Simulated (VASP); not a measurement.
A run of VASP 6.6.1:

Contents of INCAR:

```
ALGO = Normal
EDIFF = 1E-6
EDIFFG = -0.01
ENCUT = 600
GGA = PS
IBRION = 2
ISIF = 3
ISMEAR = 1
IVDW = 12
LASPH = T
LCHARG = F
LREAL = F
LWAVE = F
NELM = 60
NSW = 60
PREC = Accurate
SIGMA = 0.1
```

KPOINTS

```
k-points
0
Gamma
  14 14 8
```

Contents of POSCAR:

```
Rh
1.0
    2.7309790000      0.0000000000      0.0000000000
   -1.3654895000      2.3650971912      0.0000000000
    0.0000000000      0.0000000000      4.4284890000
Rh
2
Direct
    0.6666670000      0.3333330000      0.7500000000
    0.3333330000      0.6666670000      0.2500000000
```

Potentials or basis: VASP PAW PBE potentials, release 64 (Rh_pv).

Run with:

```console
$ cat potpaw_PBE.64/Rh_pv/POTCAR > POTCAR
$ mpirun -np 1 vasp_std > vasp.out
```

Hardware: 1 thread of Intel(R) Xeon(R) Platinum 8259CL CPU @ 2.50GHz (Skylake/Cascade Lake), on a shared host.

Task: How long does it take, and how much memory?

Result: It took 2.9 min on 1 thread of Intel(R) Xeon(R) Platinum 8259CL CPU @ 2.50GHz (Skylake/Cascade Lake), on a shared host, peak memory 0.22 GiB. Counts: scf iterations 40, k points 120, ion steps 5.
